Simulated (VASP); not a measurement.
# MgS in VASP: further runs

MgS is run at these levels: PBE; tasks: relaxation of cell and atoms, single point.

Everything below comes from runs of VASP 6.6.1. Logs are shortened: lines on timing, memory, paths and dates and some standing lists are left out, and cuts for length are marked.

## Step 1: The cell of the first run

The typed cell holds 4 atoms: a = 3.529 Å, b = 4.340 Å, c = 6.734 Å, α = 103.21°, β = 89.69°, γ = 88.65°.

## Step 2: Relaxation of cell and atoms, PBE

File INCAR:

```
SYSTEM = MgS
PREC = Accurate
ENCUT = 600
EDIFF = 1E-6
ISMEAR = 0
SIGMA = 0.1
LREAL = .False.
LASPH = .True.
NELM = 60
ALGO = Normal
ISIF = 3
LWAVE = .False.
LCHARG = .False.
GGA = PE
IBRION = 2
NSW = 80
EDIFFG = -0.025
```

File KPOINTS:

```
regular mesh
0
Gamma
  4 4 2
  0 0 0
```

File POSCAR:

```
MgS
1.0
   -0.0343649405     -0.0299785136     -3.5285448604
   -1.7435842686     -3.9745464228     -0.0517014502
   -5.3847034974      4.0431647569     -0.0182314455
Mg S
2 2
Direct
    0.4857108438      0.7640159495      0.7553883140
    0.5137590015      0.2514912881      0.2467791051
   -0.0121743551     -0.0123151508     -0.0047907600
    0.0127045098      0.4968079132      0.5026233409
```

Potentials or basis: VASP PAW PBE potentials, release 64 (Mg, S).

Command:

```
> cat potpaw_PBE.64/Mg/POTCAR potpaw_PBE.64/S/POTCAR > POTCAR
> mpirun -np 1 vasp_std > vasp.out
```

OUTCAR:

```text
SYSTEM = MgS
   PREC = Accurate
   ENCUT = 600
   EDIFF = 1E-6
   ISMEAR = 0
   LREAL = .False.
   LASPH = .True.
   NELM = 60
   ISIF = 3
   GGA = PE
   IBRION = 2
   NSW = 80
   EDIFFG = -0.025

 ion  position               nearest neighbor table
   1  0.486  0.764  0.755-   3 2.41   3 2.47   4 2.50   4 2.58   2 3.50   2 3.63
   2  0.514  0.251  0.247-   3 2.44   4 2.50   4 2.55   3 2.62   1 3.50   1 3.63
   3  0.988  0.988  0.995-   1 2.41   2 2.44   1 2.47   2 2.62
   4  0.013  0.497  0.503-   1 2.50   2 2.50   2 2.55   1 2.58

  LATTYP: Found a triclinic cell.
 ALAT       =     5.5289679689
 B/A-ratio  =     0.6382456109
 C/A-ratio  =     1.2178922708
 COS(alpha) =     0.0053937744
 COS(beta)  =     0.1828693004
 COS(gamma) =     0.6197174473

  Lattice vectors:

 A1 = (   1.7092193281,   3.9445679092,  -3.4768434102)
 A2 = (  -0.0343649405,  -0.0299785136,  -3.5285448604)
 A3 = (  -5.3847034974,   4.0431647569,  -0.0182314455)

Analysis of symmetry for initial positions (statically):
=====================================================================
 Subroutine PRICEL returns:
 Original cell was already a primitive cell.

 Routine SETGRP: Setting up the symmetry group for a
 triclinic supercell.

 Subroutine GETGRP returns: Found  1 space group operations
 (whereof  1 operations were pure point group operations)
 out of a pool of  2 trial point group operations.

The static configuration has the point symmetry C_1 .

Analysis of symmetry for dynamics (positions and initial velocities):
=====================================================================
 Subroutine PRICEL returns:
 Original cell was already a primitive cell.

 Routine SETGRP: Setting up the symmetry group for a
 triclinic supercell.

 Subroutine GETGRP returns: Found  1 space group operations
 (whereof  1 operations were pure point group operations)
 out of a pool of  2 trial point group operations.

The dynamic configuration has the point symmetry C_1 .

 Subroutine INISYM returns: Found  1 space group operations
 (whereof  1 operations are pure point group operations),
 and found     1 'primitive' translations

----------------------------------------------------------------------------------------

                                     Primitive cell

  volume of cell :     100.3748

  direct lattice vectors                    reciprocal lattice vectors
    -0.034364941 -0.029978514 -3.528544860     0.002804481  0.002456881 -0.283451130
    -1.743584269 -3.974546423 -0.051701450    -0.142137606 -0.189285956  0.002992469
    -5.384703497  4.043164757 -0.018231445    -0.139704532  0.061275720  0.000840001

  length of vectors
     3.528839539  4.340481357  6.733687355     0.283475651  0.236730284  0.152554173

  position of ions in fractional coordinates (direct lattice)
     0.485710844  0.764015949  0.755388314
     0.513759001  0.251491288  0.246779105
     0.987825645  0.987684849  0.995209240
     0.012704510  0.496807913  0.502623341

  ion indices of the primitive-cell ions
   primitive index   ion index
                 1           1
                 2           2
                 3           3
                 4           4

----------------------------------------------------------------------------------------

 KPOINTS: regular mesh

Automatic generation of k-mesh.
 Grid dimensions read from file:
 generate k-points for:    4    4    2

 Generating k-lattice:

  Cartesian coordinates                     Fractional coordinates (reciprocal lattice)
     0.000701120  0.000614220 -0.070862783     0.250000000  0.000000000  0.000000000
    -0.035534402 -0.047321489  0.000748117    -0.000000000  0.250000000 -0.000000000
    -0.069852266  0.030637860  0.000420001    -0.000000000 -0.000000000  0.500000000

  Length of vectors
     0.070868913  0.059182571  0.076277087

  Shift w.r.t. Gamma in fractional coordinates (k-lattice)
     0.000000000  0.000000000  0.000000000

 Subroutine IBZKPT returns following result:
 ===========================================

 Found     20 irreducible k-points:

 Following reciprocal coordinates:
            Coordinates               Weight
  0.000000  0.000000  0.000000      1.000000
  0.250000  0.000000  0.000000      2.000000
  0.500000  0.000000  0.000000      1.000000
 -0.000000  0.250000 -0.000000      2.000000
  0.250000  0.250000 -0.000000      2.000000
  0.500000  0.250000  0.000000      2.000000
[... 12 lines left out ...]
  0.250000  0.500000  0.500000      2.000000
  0.500000  0.500000  0.500000      1.000000
   k-points           NKPTS =     20   k-points in BZ     NKDIM =     20   number of bands    NBANDS=     12
   number of dos      NEDOS =    301   number of ions     NIONS =      4
   total plane-waves  NPLWV =  54432
   dimension x,y,z NGX =    28 NGY =   36 NGZ =   54
   dimension x,y,z NGXF=    56 NGYF=   72 NGZF=  108
   ions per type =               2   2
   NGX,Y,Z   is equivalent  to a cutoff of  13.19, 13.79, 13.33 a.u.
   NGXF,Y,Z  is equivalent  to a cutoff of  26.38, 27.58, 26.66 a.u.
 SYSTEM =  MgS
   PREC   = accura    normal or accurate (medium, high low for compatibility)
   ISTART =      0    job   : 0-new  1-cont  2-samecut
   ICHARG =      2    charge: 1-file 2-atom 10-const
   ISPIN  =      1    spin polarized calculation?
   LNONCOLLINEAR =      F non collinear calculations
   LSORBIT =      F    spin-orbit coupling
   LASPH  =      T    aspherical Exc in radial PAW
   ENCUT  =  600.0 eV  44.10 Ry    6.64 a.u.   7.05  8.67 13.45*2*pi/ulx,y,z
   NELM   =     60;   NELMIN=  2; NELMDL= -5     # of ELM steps
   EDIFF  = 0.1E-05   stopping-criterion for ELM
   LREAL  =      F    real-space projection
   EDIFFG = -.3E-01   stopping-criterion for IOM
   NSW    =     80    number of steps for IOM
   IBRION =      2    ionic relax: 0-MD 1-quasi-New 2-CG
   NFREE  =      1    steps in history (QN), initial steepest desc. (CG)
   ISIF   =      3    stress and relaxation
   ISYM   =      2    0-nonsym 1-usesym 2-fastsym
   POTIM  = 0.5000    time-step for ionic-motion
   TEBEG  =    0.0;   TEEND  =   0.0 temperature during run
   PSTRESS=    0.0 pullay stress
   NELECT =      16.0000    total number of electrons
   NUPDOWN=      -1.0000    fix difference up-down
   EMIN   =  10.00;   EMAX   =-10.00  energy-range for DOS
   EFERMI =   0.00;   METHOD = LEGACY
   ISMEAR =     0;   SIGMA  =   0.10  broadening in eV -4-tet -1-fermi 0-gaus
   EFERMI_NEDOS =   21; number of points for ismear=-14 and -15
   IALGO  =     38    algorithm
   IMIX   =      4    mixing-type and parameters
     AMIX     =   0.40;   BMIX     =  1.00
     AMIX_MAG =   1.60;   BMIX_MAG =  1.00
  volume/ion in A,a.u.               =      25.09       169.34
  Fermi-wavevector in a.u.,A,eV,Ry     =   0.887646  1.677408 10.720246  0.787916
  Thomas-Fermi vector in A             =   2.008972
   LORBIT       =      0    0 simple, 1 ext, 2 COOP (PROOUT), +10 PAW based schemes
   GGA     = PE    functional components
   LHFCALC =     F    Hartree Fock is set to
   AEXX    =    0.0000 exact exchange contribution
   IVDW    =     0    specifies the selected vdW correction
   LEPSILON=     F    determine dielectric tensor
   LRPA    =     F    only Hartree local field effects (RPA)
 conjugate gradient relaxation of ions
 non-spin polarized calculation
 Gauss-broadening in eV      SIGMA  =   0.10
  energy-cutoff  :      600.00
  volume of cell :      100.37
 maximum number of plane-waves:      3382
   NGX = 15   NGY = 17   NGZ = 27

--------------------------------------- Ionic step        1  -------------------------------------------

 number of electron      16.0000001 magnetization

 Free energy of the ion-electron system (eV)
  ---------------------------------------------------
  ext. energy  EPLUGINS =         0.00000000
  ---------------------------------------------------
  free energy    TOTEN  =       -15.43793286 eV

  energy without entropy =      -15.43793286  energy(sigma->0) =      -15.43793286

------------------------ aborting loop because EDIFF is reached ----------------------------------------

  FORCE on cell =-STRESS in cart. coord.  units (eV):
  Direction    XX          YY          ZZ          XY          YZ          ZX
  --------------------------------------------------------------------------------------
  -------------------------------------------------------------------------------------
  Total       -0.9993469      0.0321317     -1.3305594      0.1226107      0.1153267     -0.4861445
  in kB      -15.9515228      0.5128850    -21.2383191      1.9571054      1.8408391     -7.7598131
  external PRESSURE =     -12.2256523 kB  Pullay stress =       0.0000000 kB
[... 95 lines left out ...]
  FREE ENERGIE OF THE ION-ELECTRON SYSTEM (eV)
  ---------------------------------------------------
  free  energy   TOTEN  =       -15.4795684548 eV

  energy  without entropy=      -15.4795684548  energy(sigma->0) =      -15.47956845

 E-fermi :   3.5093     XC(G=0):  -9.2017

 val. band max:        3.0421247452   @ k =   0.0000   0.0000   0.0000
 cond. band min:       5.3358906711   @ k =   0.5000   0.5000   0.5000
 fundamental gap:      2.2937659259
 Fermi energy:         3.5092510345

 k-point     1 :       0.0000    0.0000    0.0000
  band No.  band energies     occupation
      1      -9.3971      2.00000
      2      -8.2459      2.00000
      3      -1.5462      2.00000
      4       2.0624      2.00000
      5       2.2522      2.00000
      6       2.4786      2.00000
      7       2.8492      2.00000
      8       3.0421      2.00000
      9       5.7773      0.00000
     10       6.9702      0.00000
     11       9.2439      0.00000
     12       9.7426      0.00000
[... 271 lines left out ...]
 k-point    20 :       0.5000    0.5000    0.5000
  band No.  band energies     occupation
      1      -8.4159      2.00000
      2      -7.7552      2.00000
      3      -1.7244      2.00000
      4      -0.8162      2.00000
      5       0.3729      2.00000
      6       1.7730      2.00000
      7       2.2211      2.00000
      8       2.7016      2.00000
      9       5.3359      0.00000
     10       7.1588      0.00000
     11       7.4424      0.00000
     12       9.6515      0.00000

[... ionic steps 4 to 40 ...]

--------------------------------------- Ionic step       41  -------------------------------------------

 number of electron      16.0000000 magnetization

------------------------ aborting loop because EDIFF is reached ----------------------------------------
[... 71 lines left out ...]
--------------------------------------- Ionic step       43  -------------------------------------------

 number of electron      15.9999999 magnetization

 Free energy of the ion-electron system (eV)
  ---------------------------------------------------
  ext. energy  EPLUGINS =         0.00000000
  ---------------------------------------------------
  free energy    TOTEN  =       -16.95192921 eV

  energy without entropy =      -16.95192921  energy(sigma->0) =      -16.95192921

 E-fermi :   4.1185     XC(G=0):  -9.6360

 val. band max:        3.6671820042   @ k =   0.0000   0.0000   0.0000
 cond. band min:       6.3716898498   @ k =   0.5000   0.5000   0.5000
 fundamental gap:      2.7045078456
 Fermi energy:         4.1184550678

 k-point     1 :       0.0000    0.0000    0.0000
  band No.  band energies     occupation
      1      -8.9638      2.00000
      2      -7.6730      2.00000
      3      -1.1210      2.00000
      4       3.0367      2.00000
      5       3.0429      2.00000
      6       3.6196      2.00000
      7       3.6280      2.00000
      8       3.6672      2.00000
      9       7.2511      0.00000
     10       8.1291      0.00000
     11      10.4762      0.00000
     12      10.4894      0.00000
[... 314 lines left out ...]
  FREE ENERGIE OF THE ION-ELECTRON SYSTEM (eV)
  ---------------------------------------------------
  free  energy   TOTEN  =       -16.9519292095 eV

  energy  without entropy=      -16.9519292094  energy(sigma->0) =      -16.95192921

 reached required accuracy - stopping structural energy minimisation
```

It took 16 min on 1 thread of Intel Xeon 8259CL, shared host; peak memory 0.26 GiB.

What came out:

```
Free energy                           : -16.9519 eV
Relaxed volume                        : 17.81 Å³/atom
Relaxed cell                          : a = 3.698 Å, b = 3.699 Å, c = 6.382 Å, α = 89.98°, β = 106.88°, γ = 60.05°
Space group after relaxing (to 0.1 Å) : Fm-3m (No. 225)
Energy gained by relaxing             : 378.5 meV/atom
Ionic steps                           : 43
Pressure after relaxing               : 0.2 GPa
Largest force after relaxing          : 0.014 eV/Å
Band gap on the k mesh                : 2.70 eV
```

Forces in eV/Å, atoms in the order of the input:
```
Mg  -0.002  0.008 -0.002
Mg   0.002  0.000  0.000
S    0.008 -0.010  0.003
S   -0.009  0.002 -0.001
```

The path:
```tsv
step	energy change (eV)	largest force (eV/Å)	pressure (GPa)	volume (Å³)
1	0.0000	0.6316	-1.22	100.37
3	-0.0416	0.3015	0.81	97.45
5	-0.0564	0.1608	-0.09	98.58
7	-0.0671	0.0992	0.08	98.45
9	-0.0875	0.1408	-0.52	99.32
11	-0.0704	1.0528	-2.66	100.91
13	-0.1114	0.5441	-1.51	100.43
15	-0.1157	0.5739	-1.60	100.51
17	-0.1302	0.6906	-1.94	100.71
19	-0.1543	0.8571	-2.39	100.48
21	-0.2245	0.9420	-2.49	97.00
23	-0.2605	0.8445	-2.28	96.77
25	-0.4379	0.7199	0.68	87.88
27	-0.6543	0.7590	-0.43	84.12
29	-0.9921	1.4892	9.65	65.41
31	-1.2173	1.3241	4.56	68.45
33	-1.4274	0.6780	0.53	71.31
35	-1.4861	0.3098	-0.26	71.87
37	-1.5075	0.1128	0.12	71.35
39	-1.5106	0.0885	0.15	71.30
41	-1.5136	0.0302	-0.09	71.50
43	-1.5140	0.0137	0.16	71.26
```

Final structure:
```cif
data_structure
_symmetry_space_group_name_H-M 'P 1'
_symmetry_Int_Tables_number 1
_cell_length_a 3.6976
_cell_length_b 3.6995
_cell_length_c 6.3820
_cell_angle_alpha 89.975
_cell_angle_beta 106.884
_cell_angle_gamma 60.048
_cell_volume 71.26
loop_
_atom_site_label
_atom_site_type_symbol
_atom_site_fract_x
_atom_site_fract_y
_atom_site_fract_z
_atom_site_occupancy
Mg1 Mg 0.49965 0.75046 0.74987 1
Mg2 Mg 0.50000 0.25005 0.24999 1
S1 S 0.00035 0.99967 0.00025 1
S2 S 0.00000 0.49983 0.49989 1
```

Caveat: the k points lie up to 0.52 Å⁻¹ apart in the final cell; the volume moved by over 15 % at a fixed basis, so the end points are rough. A k mesh can miss the band edges.

## Step 3: Relaxation of cell and atoms, PBE

This run uses another cell than the first one: it holds 2 atoms, not 4.

File INCAR:

```
ALGO = Normal
EDIFF = 1E-6
EDIFFG = -0.01
ENCUT = 600
GGA = PE
IBRION = 2
ISIF = 3
ISMEAR = 0
LASPH = T
LCHARG = F
LREAL = F
LWAVE = F
NELM = 60
NSW = 100
PREC = Accurate
SIGMA = 0.02
```

File KPOINTS:

```
k-points
0
Gamma
  8 8 8
```

File POSCAR:

```
MgS
1.0
    1.7702002386     -3.9715850648      0.0000000000
    1.7702002386      3.9715850648      0.0000000000
    0.0000000000      0.0000000000      3.4794970403
Mg S
1 1
Direct
    0.5000000000      0.5000000000      0.5000000000
    0.0000000000      0.0000000000      0.0000000000
```

Potentials or basis: VASP PAW PBE potentials, release 64 (Mg, S).

Command:

```
> cat potpaw_PBE.64/Mg/POTCAR potpaw_PBE.64/S/POTCAR > POTCAR
> mpirun -np 1 vasp_std > vasp.out
```

It took 96 s on 1 thread of Intel Xeon 8259CL, shared host; peak memory 0.23 GiB.

The run converged. Its results:

```
Free energy                           : -7.7748 eV
Relaxed volume                        : 24.42 Å³/atom
Relaxed cell                          : a = 4.347 Å, b = 4.347 Å, c = 3.477 Å, α = 90.00°, β = 90.00°, γ = 131.99°
Space group after relaxing (to 0.1 Å) : Cmmm (No. 65)
Energy gained by relaxing             : 0.0 meV/atom
Ionic steps                           : 3
Pressure after relaxing               : 0.0 GPa
Band gap on the k mesh                : 2.07 eV (least direct gap 2.43 eV)
```

Final structure:
```
CELL_PARAMETERS angstrom
1.76852 -3.97135 0.00000
1.76852 3.97135 0.00000
0.00000 0.00000 3.47677
ATOMIC_POSITIONS crystal
Mg 0.50000 0.50000 0.50000
S 0.00000 0.00000 0.00000
```

Levels at points of the mesh, in eV from the valence-band top:
| k point | band 2 | band 3 | band 4 | band 5 | band 6 | band 7 |
| --- | --- | --- | --- | --- | --- | --- |
| (0.00, 0.00, 0.00) | -0.84 | -0.61 | -0.55 | 2.07 | 5.78 | 6.70 |
| (0.50, 0.00, 0.00) | -4.33 | -0.94 | -0.13 | 3.56 | 6.60 | 6.93 |
| (0.50, 0.50, 0.00) | -2.79 | -0.77 | -0.41 | 4.10 | 5.88 | 6.28 |
| (0.00, 0.00, 0.50) | -4.51 | -0.22 | -0.15 | 5.68 | 5.71 | 6.72 |
| (0.50, 0.00, 0.50) | -3.32 | -3.24 | -0.13 | 2.30 | 6.37 | 6.72 |
| (0.50, 0.50, 0.50) | -4.09 | -1.51 | -0.33 | 2.48 | 6.23 | 7.69 |

A k mesh can miss the band edges.

## Step 4: Single point, PBE

This run uses another cell than the first one: it holds 2 atoms, not 4.

File INCAR:

```
ALGO = Normal
EDIFF = 1E-6
ENCUT = 520
GGA = PE
ISIF = 2
ISMEAR = 0
LASPH = True
LCHARG = False
LREAL = False
LWAVE = False
NBANDS = 11
NELM = 100
PREC = Accurate
SIGMA = 0.1
```

File KPOINTS:

```
k-points
0
Gamma
  20 20 12
```

POSCAR is that of step 3.

Command:

```
> cat potpaw_PBE.64/Mg/POTCAR potpaw_PBE.64/S/POTCAR > POTCAR
> mpirun -np 1 vasp_std > vasp.out
```

It took 6.4 min on 1 thread of Intel Xeon 8259CL, shared host; peak memory 0.55 GiB.

The run converged. Its results:

| Item | Value |
| --- | --- |
| Free energy | -7.7748 eV |
| Pressure | -0.2 GPa |
| Band gap on the k mesh | 2.03 eV (least direct gap 2.43 eV) |

Stress tensor (GPa, compression positive):
```
-0.22  0.00  0.00
 0.00 -0.04  0.00
 0.00  0.00 -0.19
```

Levels at points of the mesh, in eV from the valence-band top:
| k point | band 2 | band 3 | band 4 | band 5 | band 6 | band 7 |
| --- | --- | --- | --- | --- | --- | --- |
| (0.00, 0.00, 0.00) | -0.87 | -0.64 | -0.58 | 2.03 | 5.76 | 6.67 |
| (0.50, 0.00, 0.00) | -4.35 | -0.96 | -0.16 | 3.54 | 6.57 | 6.89 |
| (0.50, 0.50, 0.00) | -2.81 | -0.80 | -0.44 | 4.06 | 5.85 | 6.25 |
| (0.00, 0.00, 0.50) | -4.53 | -0.25 | -0.17 | 5.64 | 5.68 | 6.70 |
| (0.50, 0.00, 0.50) | -3.34 | -3.26 | -0.16 | 2.27 | 6.35 | 6.69 |
| (0.50, 0.50, 0.50) | -4.11 | -1.53 | -0.36 | 2.45 | 6.19 | 7.65 |

A k mesh can miss the band edges.

## Step 5: Summary

| task | cell | k mesh | cutoff (eV) | smearing | gap on the mesh (eV) | pressure (GPa) | relaxed volume (Å³/atom) |
| --- | --- | --- | --- | --- | --- | --- | --- |
| relaxation of cell and atoms | relaxed from a = 3.529, b = 4.340, c = 6.734 Å, angles 103.2, 89.7, 88.6°, 4 atoms, atomic positions A | 4 × 4 × 2 | 600 | gaussian 0.1 eV | 2.70 | 0.2 | 17.81 |
| relaxation of cell and atoms | relaxed from a = 4.348, b = 4.348, c = 3.479 Å, angles 90.0, 90.0, 132.0°, 2 atoms, atomic positions B | 8 × 8 × 8 | 600 | gaussian 0.02 eV | 2.07 | 0.0 | 24.42 |
| single point | a = 4.348, b = 4.348, c = 3.479 Å, angles 90.0, 90.0, 132.0°, 2 atoms, atomic positions B | 20 × 20 × 12 | 520 | gaussian 0.1 eV | 2.03 | -0.2 | - |

Alike in all rows: level PBE; potentials or basis VASP PAW PBE potentials, release 64 (Mg, S); no spin polarisation.

Caveats: some runs use coarse meshes; the volume moved by over 15 % at a fixed basis, so the end points are rough (at least some runs).

Total energies depend on the potentials used, so only differences within one code and one set of settings carry meaning.
